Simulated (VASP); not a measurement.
GdO:

```
CELL_PARAMETERS angstrom
0.00000 2.70000 2.70000
2.70000 0.00000 2.70000
2.70000 2.70000 0.00000
ATOMIC_POSITIONS crystal
Gd 0.00000 0.00000 0.00000
O 0.25000 0.25000 0.25000
```

Base run:

| Quantity | Value |
| --- | --- |
| Program | VASP 6.6.1 |
| Functional | BLYP |
| Dispersion | D3(BJ) |
| Potentials or basis | VASP PAW PBE potentials, release 64 (Gd, O) |
| Cutoff | 520 eV |
| k mesh | 8 × 8 × 8 |
| Occupations | gaussian, width 0.05 eV |
| Spin | collinear spin, ferromagnetic start |
| Starting moments | [7.72, 0.0] μB |
| Hubbard terms | Gd f U = 6.0 eV |

Its results: pressure -1.9 GPa; net moment 7.90 μB per cell; site moments Gd +7.08; O +0.02 μB.

The run is repeated on the same cell with these changes: functional from BLYP to PBE. What comes out?

Pressure -2.4 GPa; net moment 7.94 μB per cell; site moments Gd +7.07; O +0.01 μB.

PBE binds more tightly than BLYP, so the same cell stands under less pressure.

Caveats: a cell with one magnetic atom can't hold antiferromagnetic order, which such compounds often take; pairwise dispersion overbinds metals, which lowers pressure and volume; the PAW data sets were made with another functional, which shifts forces and pressure a little (some runs).
